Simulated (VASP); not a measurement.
# Al3Ga5N8 (P1) in VASP: further runs

Runs on Al3Ga5N8. Level: PBEsol. Tasks: single point.

All numbers are computed with VASP 6.6.1; they aren't measurements. Logs are shortened: lines on timing, memory, paths and dates and some standing lists are left out, and cuts for length are marked.

## 1. The cell of the first run

The typed cell holds 16 atoms: a = 8.905 Å, b = 4.452 Å, c = 4.452 Å, α = 90.00°, β = 90.00°, γ = 90.00°.

## 2. Single point, PBEsol

INCAR reads:

```
SYSTEM = Al3Ga5N8
PREC = Accurate ; ENCUT = 520
EDIFF = 1E-7 ; ISMEAR = 0
SIGMA = 0.05 ; LREAL = Auto
LASPH = .True. ; NELM = 60
ALGO = Normal ; ISIF = 2
LWAVE = .False. ; LCHARG = .False.
GGA = PS ; NBANDS = 71
```

KPOINTS reads:

```
Automatic mesh
0
Gamma
  2 2 2
  0.5 0.5 0.5
```

POSCAR reads:

```
Al3Ga5N8
1.0
    8.9047390000      0.0000000000      0.0000000000
    0.0000000000      4.4523690000      0.0000000000
    0.0000000000      0.0000000000      4.4523690000
Al Ga N
3 5 8
Direct
    0.9983490000      0.0327150000      0.9981750000
    0.2394760000      0.4723400000      0.0248540000
    0.0035270000      0.5176500000      0.5134490000
    0.5227560000      0.9939750000      0.0124230000
    0.7518820000      0.4633230000      0.0052980000
    0.2346150000      0.9812850000      0.5191070000
    0.7502360000      0.0091840000      0.5020700000
    0.5025700000      0.5216100000      0.5539270000
    0.1385130000      0.2357930000      0.2279170000
    0.6321250000      0.2733250000      0.2267280000
    0.3603020000      0.7437320000      0.2064650000
    0.8664370000      0.7289880000      0.2332490000
    0.3715650000      0.2500870000      0.7651040000
    0.8709530000      0.2687880000      0.7416810000
    0.1324780000      0.7366490000      0.7366270000
    0.6063030000      0.7290670000      0.7828900000
```

Potentials or basis: VASP PAW PBE potentials, release 64 (Al, Ga_d, N).

Run with:

```console
> cat potpaw_PBE.64/Al/POTCAR potpaw_PBE.64/Ga_d/POTCAR potpaw_PBE.64/N/POTCAR > POTCAR
> mpirun -np 1 vasp_std > vasp.out
```

OUTCAR:

```text
SYSTEM = Al3Ga5N8
   PREC = Accurate
   ENCUT = 520
   EDIFF = 1E-7
   ISMEAR = 0
   LREAL = Auto
   LASPH = .True.
   NELM = 60
   ISIF = 2
   GGA = PS

 ion  position               nearest neighbor table
   1  0.998  0.033  0.998-   9 1.85  14 1.92  12 2.07  15 2.13   2 2.91   5 2.91   6 3.00   3 3.05
                             7 3.13   6 3.14   3 3.15   3 3.15   3 3.24   2 3.29
   2  0.239  0.472  0.025-   9 1.65  11 1.81  13 1.92  15 1.98   1 2.91   3 3.03   6 3.10   3 3.10
                             6 3.14   1 3.29
   3  0.004  0.518  0.513-  15 1.80  14 1.91  12 1.98   9 2.15   6 2.91   2 3.03   1 3.05   2 3.10
                             5 3.14   1 3.15   1 3.15   1 3.24
   4  0.523  0.994  0.012-  16 1.73  10 1.85  11 2.02  13 2.08   5 2.92
   5  0.752  0.463  0.005-  10 1.68  14 1.80  12 1.86  16 2.02   1 2.91   4 2.92   3 3.14
   6  0.235  0.981  0.519-  15 1.72   9 1.92  13 2.03  11 2.08   3 2.91   1 3.00   2 3.10   2 3.14
                             1 3.14
   7  0.750  0.009  0.502-  14 1.91  10 2.00  12 2.01  16 2.18   1 3.13
   8  0.503  0.522  0.554-  16 1.66  13 1.93  10 2.16  11 2.23
   9  0.139  0.236  0.228-   2 1.65   1 1.85   6 1.92   3 2.15
  10  0.632  0.273  0.227-   5 1.68   4 1.85   7 2.00   8 2.16
  11  0.360  0.744  0.206-   2 1.81   4 2.02   6 2.08   8 2.23
  12  0.866  0.729  0.233-   5 1.86   3 1.98   7 2.01   1 2.07
  13  0.372  0.250  0.765-   2 1.92   8 1.93   6 2.03   4 2.08
  14  0.871  0.269  0.742-   5 1.80   7 1.91   3 1.91   1 1.92
  15  0.132  0.737  0.737-   6 1.72   3 1.80   2 1.98   1 2.13
  16  0.606  0.729  0.783-   8 1.66   4 1.73   5 2.02   7 2.18

  LATTYP: Found a simple tetragonal cell.
 ALAT       =     4.4523690000
 C/A-ratio  =     2.0000002246

  Lattice vectors:

 A1 = (   0.0000000000,   4.4523690000,   0.0000000000)
 A2 = (   0.0000000000,   0.0000000000,   4.4523690000)
 A3 = (   8.9047390000,   0.0000000000,   0.0000000000)

Analysis of symmetry for initial positions (statically):
=====================================================================
 Subroutine PRICEL returns:
 Original cell was already a primitive cell.

 Routine SETGRP: Setting up the symmetry group for a
 simple tetragonal supercell.

 Subroutine GETGRP returns: Found  1 space group operations
 (whereof  1 operations were pure point group operations)
 out of a pool of 16 trial point group operations.

The static configuration has the point symmetry C_1 .

Analysis of symmetry for dynamics (positions and initial velocities):
[... 124 lines left out ...]
   ISIF   =      2    stress and relaxation
   ISYM   =      2    0-nonsym 1-usesym 2-fastsym
   POTIM  = 0.5000    time-step for ionic-motion
   TEBEG  =    0.0;   TEEND  =   0.0 temperature during run
   PSTRESS=    0.0 pullay stress
   NELECT =     114.0000    total number of electrons
   NUPDOWN=      -1.0000    fix difference up-down
   EMIN   =  10.00;   EMAX   =-10.00  energy-range for DOS
   EFERMI =   0.00;   METHOD = LEGACY
   ISMEAR =     0;   SIGMA  =   0.05  broadening in eV -4-tet -1-fermi 0-gaus
   EFERMI_NEDOS =   21; number of points for ismear=-14 and -15
   IALGO  =     38    algorithm
   IMIX   =      4    mixing-type and parameters
     AMIX     =   0.40;   BMIX     =  1.00
     AMIX_MAG =   1.60;   BMIX_MAG =  1.00
  volume/ion in A,a.u.               =      11.03        74.45
  Fermi-wavevector in a.u.,A,eV,Ry     =   1.415061  2.674078 27.244289  2.002399
  Thomas-Fermi vector in A             =   2.536539
   LORBIT       =      0    0 simple, 1 ext, 2 COOP (PROOUT), +10 PAW based schemes
   GGA     = PS    functional components
   LHFCALC =     F    Hartree Fock is set to
   AEXX    =    0.0000 exact exchange contribution
   IVDW    =     0    specifies the selected vdW correction
   LEPSILON=     F    determine dielectric tensor
   LRPA    =     F    only Hartree local field effects (RPA)
 non-spin polarized calculation
 Gauss-broadening in eV      SIGMA  =   0.05
  energy-cutoff  :      520.00
  volume of cell :      176.52
 maximum number of plane-waves:      4762
 NGX is ok and might be reduce to    70
   NGX = 33   NGY = 17   NGZ = 17

 number of electron     114.0000022 magnetization

 Free energy of the ion-electron system (eV)
  ---------------------------------------------------
  ext. energy  EPLUGINS =         0.00000000
  ---------------------------------------------------
  free energy    TOTEN  =      -106.39420605 eV

  energy without entropy =     -106.39420605  energy(sigma->0) =     -106.39420605

 E-fermi :   6.6807     XC(G=0): -11.6329

 val. band max:        6.3836094915   @ k =   0.2500   0.2500   0.2500
 cond. band min:       9.3067908237   @ k =   0.2500  -0.2500  -0.2500
 fundamental gap:      2.9231813322
 Fermi energy:         6.6806915567

 k-point     1 :       0.2500    0.2500    0.2500
  band No.  band energies     occupation
      1     -10.5870      2.00000
      2     -10.1997      2.00000
      3      -9.9962      2.00000
      4      -9.4692      2.00000
      5      -9.0434      2.00000
      6      -8.7872      2.00000
[... 277 lines left out ...]
     68      13.3903      0.00000
     69      13.7387      0.00000
 [bands above 69 left out]

------------------------ aborting loop because EDIFF is reached ----------------------------------------

  FORCE on cell =-STRESS in cart. coord.  units (eV):
  Direction    XX          YY          ZZ          XY          YZ          ZX
  --------------------------------------------------------------------------------------
  -------------------------------------------------------------------------------------
  Total        8.6817705     14.0877676     11.8768049     11.7758916      1.9925652     -3.6865258
  in kB       78.7980348    127.8642884    107.7970090    106.8810930     18.0850461    -33.4598786
  external PRESSURE =     104.8197774 kB  Pullay stress =       0.0000000 kB

 VOLUME and BASIS-vectors are now :
 -----------------------------------------------------------------------------
  energy-cutoff  :      520.00
  volume of cell :      176.52
      direct lattice vectors                 reciprocal lattice vectors
     8.904739000  0.000000000  0.000000000     0.112299754  0.000000000  0.000000000
     0.000000000  4.452369000  0.000000000     0.000000000  0.224599533  0.000000000
     0.000000000  0.000000000  4.452369000     0.000000000  0.000000000  0.224599533

 POSITION                                       TOTAL-FORCE (eV/Angst)
 -----------------------------------------------------------------------------------
      8.89004      0.14566      4.44424         0.044945     -2.621002     -0.094336
      2.13247      2.10303      0.11066         4.363080      3.231112     -3.790321
      0.03141      2.30477      2.28606        -0.754504     -0.793629     -2.007990
      4.65501      4.42554      0.05531        -5.582672      1.633566      1.629807
      6.69531      2.06288      0.02359         1.106322      4.408865     -1.904558
      2.08919      4.36904      2.31126         5.082169      2.219623     -2.765311
[... 8 lines left out ...]
      1.17968      3.27983      3.27974        -3.794847     -1.557662      3.584859
      5.39897      3.24608      3.48572         7.091194      2.127887     -0.117296
 -----------------------------------------------------------------------------------
    total drift:                               -0.005010      0.004404     -0.001103

  FREE ENERGIE OF THE ION-ELECTRON SYSTEM (eV)
  ---------------------------------------------------
  free  energy   TOTEN  =      -106.3942060511 eV

  energy  without entropy=     -106.3942060511  energy(sigma->0) =     -106.39420605
```

OSZICAR:

```text
N       E                     dE             d eps       ncg     rms          rms(c)
DAV:   1     0.149653662768E+04    0.14965E+04   -0.47562E+04   645   0.259E+03
DAV:   2     0.250701669329E+03   -0.12458E+04   -0.11711E+04   584   0.780E+02
DAV:   3    -0.893637146046E+02   -0.34007E+03   -0.32390E+03   698   0.252E+02
[... 11 lines left out ...]
DAV:  15    -0.106394205836E+03    0.10019E-06   -0.24108E-05   896   0.636E-02    0.925E-03
DAV:  16    -0.106394205593E+03    0.24256E-06   -0.54838E-06  1024   0.401E-02    0.436E-03
DAV:  17    -0.106394205844E+03   -0.25083E-06   -0.37518E-06   952   0.301E-02    0.200E-03
DAV:  18    -0.106394206073E+03   -0.22944E-06   -0.31531E-06   624   0.162E-02    0.112E-03
DAV:  19    -0.106394206051E+03    0.22250E-07   -0.14311E-07   424   0.704E-03
   1 F= -.10639421E+03 E0= -.10639421E+03  d E =-.533513E-17
```

Run time: 4.3 min. Hardware: 1 thread of Intel Xeon 8259CL, shared host; peak memory 0.3 GiB.

What came out:

```
Free energy            : -106.3942 eV
Pressure               : 10.5 GPa
Largest force          : 8.654 eV/Å
Band gap on the k mesh : 2.92 eV
```

Forces on the atoms (eV/Å):
```
Al   0.045 -2.621 -0.094
Al   4.363  3.231 -3.790
Al  -0.755 -0.794 -2.008
Ga  -5.583  1.634  1.630
Ga   1.106  4.409 -1.905
Ga   5.082  2.220 -2.765
Ga  -0.744 -1.257 -0.731
Ga  -5.306 -3.667 -5.771
N   -5.435 -1.485  3.453
N   -2.603 -3.211  5.336
N    1.622  0.853  3.122
N    2.427  2.301  1.357
N    0.000 -0.660 -0.443
N    2.483 -1.523 -0.858
N   -3.795 -1.558  3.585
N    7.091  2.128 -0.117
```

Caveat: the k points lie up to 0.71 Å⁻¹ apart; the PAW data sets were made with another functional, which shifts forces and pressure a little; a shifted mesh leaves out Γ, where band edges can lie. A k mesh can miss the band edges.

## 3. Single point, PBEsol

INCAR reads:

```
PREC     = Accurate       # precision mode
ENCUT    = 520            # plane-wave cutoff, eV
EDIFF    = 1E-6           # SCF threshold, eV
ISMEAR   = 0              # smearing method
SIGMA    = 0.01           # smearing width, eV
LREAL    = Auto         
LASPH    = True           # aspherical terms in the spheres
NELM     = 60             # most SCF steps
ALGO     = Normal         # electronic algorithm
ISIF     = 2              # what is computed and relaxed
LWAVE    = False          # write WAVECAR
LCHARG   = False          # write CHGCAR
GGA      = PS             # functional
NBANDS   = 71             # bands
```

KPOINTS is that of step 2.

POSCAR is that of step 2.

Potentials or basis: VASP PAW PBE potentials, release 64 (Al, Ga_d, N).

Run with:

```console
> cat potpaw_PBE.64/Al/POTCAR potpaw_PBE.64/Ga_d/POTCAR potpaw_PBE.64/N/POTCAR > POTCAR
> mpirun -np 1 vasp_std > vasp.out
```

Wall time 3.6 min (1 thread of Intel Xeon 8259CL, shared host); peak memory 0.3 GiB.

It converged, with:

* Free energy: -106.3942 eV
* Pressure: 10.5 GPa
* Largest force: 8.655 eV/Å
* Band gap on the k mesh: 2.92 eV

Forces on the atoms (eV/Å):
```
Al   0.045 -2.621 -0.094
Al   4.363  3.231 -3.790
Al  -0.754 -0.794 -2.008
Ga  -5.583  1.634  1.630
Ga   1.107  4.409 -1.905
Ga   5.082  2.220 -2.765
Ga  -0.744 -1.257 -0.731
Ga  -5.306 -3.667 -5.771
N   -5.435 -1.484  3.452
N   -2.603 -3.210  5.336
N    1.621  0.852  3.121
N    2.428  2.301  1.358
N   -0.001 -0.659 -0.442
N    2.484 -1.523 -0.858
N   -3.796 -1.559  3.585
N    7.091  2.127 -0.117
```

Stress tensor (GPa, compression positive):
```
 7.90 10.69 -3.35
10.69 12.81  1.81
-3.35  1.81 10.81
```

Levels at points of the mesh, in eV from the valence-band top:
| k point | band 55 | band 56 | band 57 | band 58 | band 59 | band 60 |
| --- | --- | --- | --- | --- | --- | --- |
| (0.25, 0.25, 0.25) | -1.44 | -1.06 | 0.00 | 3.01 | 3.35 | 3.54 |

Caveat: the k points lie up to 0.71 Å⁻¹ apart; the PAW data sets were made with another functional, which shifts forces and pressure a little; a shifted mesh leaves out Γ, where band edges can lie. A k mesh can miss the band edges.

## 4. Single point, PBEsol

INCAR reads:

```
ALGO = Normal
EDIFF = 1E-6
ENCUT = 520
GGA = PS
ISIF = 2
ISMEAR = -1
LASPH = T
LCHARG = F
LREAL = Auto
LWAVE = F
NBANDS = 71
NELECT = 115.0
NELM = 80
PREC = Accurate
SIGMA = 0.05
```

KPOINTS is that of step 3.

POSCAR is that of step 3.

Run with:

```console
> cat potpaw_PBE.64/Al/POTCAR potpaw_PBE.64/Ga_d/POTCAR potpaw_PBE.64/N/POTCAR > POTCAR
> mpirun -np 1 vasp_std > vasp.out
```

It took 4 min on 1 thread of Intel Xeon 8259CL, shared host; peak memory 0.3 GiB.

Results (log left out):

| Quantity | Value |
| --- | --- |
| Free energy | -97.0184 eV |
| Largest force | 8.078 eV/Å |

Forces on the atoms (eV/Å):
```
Al   0.034 -2.000 -0.604
Al   3.739  2.885 -4.165
Al  -0.741 -1.179 -1.444
Ga  -4.809  1.845  1.270
Ga   0.959  4.103 -2.215
Ga   4.444  2.627 -2.416
Ga  -0.943 -0.918 -0.345
Ga  -4.502 -3.909 -5.450
N   -4.882 -1.550  3.468
N   -3.043 -2.761  4.895
N    1.379  0.781  3.068
N    2.794  2.005  1.080
N   -0.155 -0.637 -0.380
N    2.877 -1.205 -0.726
N   -3.294 -1.606  3.527
N    6.142  1.520  0.436
```

Levels at points of the mesh, in eV from the Fermi level:
```csv
k point,band 53,band 54,band 55,band 56,band 57,band 58,band 59,band 60,band 61,band 62
"(0.25, 0.25, 0.25)",-5.19,-4.75,-4.62,-4.32,-3.37,0.03,0.25,0.41,0.81,0.97
```

Caveat: the k points lie up to 0.71 Å⁻¹ apart, too coarse for converged energies and pressures of a metal; the cell carries a net charge on a neutralising background, which shifts energy and pressure; the cell is charged against a uniform background, so pressure and absolute levels hang on convention; the PAW data sets were made with another functional, which shifts forces and pressure a little.
